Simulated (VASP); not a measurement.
A run of VASP 6.6.1 is set up as follows.

Contents of INCAR:

```
SYSTEM = CdOs
  ALGO = Normal
  EDIFF = 1E-6
  ENCUT = 540
  GGA = PE
  GGA_COMPAT = .False.
  ISIF = 2
  ISMEAR = 0
  LASPH = .True.
  LCHARG = .False.
  LREAL = .False.
  LWAVE = .False.
  NBANDS = 25
  NELM = 120
  PREC = Accurate
  SIGMA = 0.1
```

Contents of KPOINTS:

```
k-points
0
Gamma
  6 6 6
  0 0 0
```

POSCAR

```
CdOs
1.0
    3.2252617520      0.0000000000      0.0000000000
    0.0000000000      3.2252617520      0.0000000000
    0.0000000000      0.0000000000      3.2252617520
Cd Os
1 1
Direct
    0.0000000000      0.0000000000      0.0000000000
    0.5000000000      0.5000000000      0.5000000000
```

Potentials or basis: VASP PAW PBE potentials, release 64 (Cd_sv_GW, Os_sv_GW).

Run with:

```console
$ cat potpaw_PBE.64/Cd_sv_GW/POTCAR potpaw_PBE.64/Os_sv_GW/POTCAR > POTCAR
$ mpirun -np 1 vasp_std > vasp.out
```

Q: Estimate the pressure.

A: -2.3 GPa.

Q: Predict the band gap on the k mesh.

A: Zero (band 18 reaches 10.52 eV, above the bottom of band 19 at 8.79 eV).

Caveat: spin-orbit coupling is left out, which moves the levels of the heavy elements.
